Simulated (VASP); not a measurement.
BN: single point with PBEsol

The system is BN.

```xyz
2
Lattice="0.0000 1.8130 1.8130 1.8130 0.0000 1.8130 1.8130 1.8130 0.0000" Properties=species:S:1:pos:R:3 pbc="T T T"
B     0.0000    0.0000    0.0000
N     2.7484    2.6906    2.6906
```

This cell differs from its parent crystal: all N atoms moved +0.050 Å, as atom 2 towards its neighbour atom 1 (B) at 1.570 Å.

* Program: VASP 6.6.1
* Task: single point
* Functional: PBEsol
* Potentials or basis: VASP PAW PBE potentials, release 64 (B, N)
* Cutoff: 520 eV
* k mesh: 12 × 12 × 12
* Occupations: gaussian, width 0.05 eV
* Spin: no spin polarisation
* Dipole correction: no
* Further INCAR settings: ALGO = Normal; EDIFF = 1e-07; NBANDS = 11

The pressure is -5.0 GPa and the largest force is 1.324 eV/Å. The band gap on the k mesh is 3.99 eV, indirect (least direct gap 8.26 eV).

Forces in eV/Å, atoms in the order of the input:
```
B    0.765 -0.765 -0.765
N   -0.765  0.765  0.765
```

Stress tensor (GPa, compression positive):
```
-4.97 -1.24 -1.24
-1.24 -4.97  1.24
-1.24  1.24 -4.97
```

Levels at points of the mesh, in eV from the valence-band top:
```csv
k point,band 1,band 2,band 3,band 4,band 5,band 6,band 7,band 8,band 9
"(0.00, 0.00, 0.00)",-20.41,-0.79,0.00,0.00,8.26,8.26,8.91,9.90,24.06
"(0.50, 0.00, 0.00)",-16.20,-11.08,-2.10,-2.10,9.73,10.48,10.48,14.99,22.30
"(0.00, 0.50, 0.00)",-16.18,-10.91,-2.57,-1.86,9.60,9.62,11.05,14.62,22.90
"(0.50, 0.50, 0.00)",-14.82,-9.17,-5.25,-5.03,3.99,8.74,17.25,17.82,20.16
```

Wall time 18 s on 1 thread of Intel(R) Xeon(R) Platinum 8259CL CPU @ 2.50GHz (Skylake/Cascade Lake), with other jobs on the host, peak memory 0.13 GiB.

Caveat: the cell differs from its parent crystal (all N atoms moved +0.050 Å, as atom 2 towards its neighbour atom 1 (B) at 1.570 Å); the PAW data sets were made with another functional, which shifts forces and pressure a little. A k mesh can miss the band edges.
